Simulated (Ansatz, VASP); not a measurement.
**Two plane-wave programs on AlSn**

POSCAR

```
AlSn
1.0
    4.2533501828      0.0000000000      0.0000000000
   -2.1266750913      3.6835093094      0.0000000000
    0.0000000000      0.0000000000      3.3503631350
Sn Al
1 1
Direct
    0.3333333333      0.6666666667      0.5000000000
    0.0000000000      0.0000000000      0.0000000000
```

Contents of INCAR.step1:

```
PREC = Accurate
ENCUT = 520
EDIFF = 1E-5
ISMEAR = -1
SIGMA = 0.05
LREAL = F
LASPH = T
NELM = 80
ALGO = Normal
ISIF = 2
LWAVE = T
LCHARG = F
NBANDS = 16
GGA = PE
```

INCAR.step2

```
PREC = Accurate
ENCUT = 520
EDIFF = 1E-6
ISMEAR = -1
SIGMA = 0.05
LREAL = F
LASPH = T
NELM = 80
ALGO = Normal
ISIF = 2
LWAVE = F
LCHARG = F
GGA = PE
LHFCALC = T
HFSCREEN = 0.2079
PRECFOCK = Normal
NBANDS = 16
ISTART = 1
```

The input KPOINTS:

```
regular mesh
0
Gamma
  4 4 6
```

input

```
crystal:
  lattice:
    - [4.2533501828, 0.0, 0.0]
    - [-2.1266750913, 3.6835093094, 0.0]
    - [0.0, 0.0, 3.350363135]
  atoms:
    - { symbol: Sn, position: [0.3333333333, 0.6666666667, 0.5] }
    - { symbol: Al, position: [0.0, 0.0, 0.0] }
hamiltonian:
  xc: hse06
  pseudopotentials: { kind: paw }
kpoints:
  mp_grid: { grid: [4, 4, 6] }
scf:
  occupations: { method: fermi_dirac, width: 0.05 }
output:
  forces: true
  stress: true
  eigenvalues: true
  write_density: true
  write_potential: true
  elf: true
  volumetric_format: npy
```

Alike in both runs: task single point; functional HSE06; k mesh 4 × 4 × 6; occupations fermi-dirac, width 0.05 eV; no spin polarisation.

|  | VASP | Ansatz |
| --- | --- | --- |
| version | VASP 6.6.1 | Ansatz 0.2.0 |
| potentials or method | VASP PAW PBE potentials, release 64 (Sn_d, Al) | Ansatz PAW |
| plane-wave cutoff (eV) | 520 | 420 |
| valence electrons in the cell | 17 | 17 |

VASP gave:

- gap on the k mesh at the Fermi level (eV): none
- pressure (GPa): -2.9
- traceless stress, the component that is largest in VASP (GPa): -0.33

Question: What did Ansatz give for the same quantities?

Answer: gap on the k mesh at the Fermi level (eV): none; pressure (GPa): -2.9; traceless stress, the component that is largest in VASP (GPa): -0.27.

A gap of «none» marks a metal or a gap that the smearing closes.

The k mesh is coarse, so the values compare programs but aren't converged.
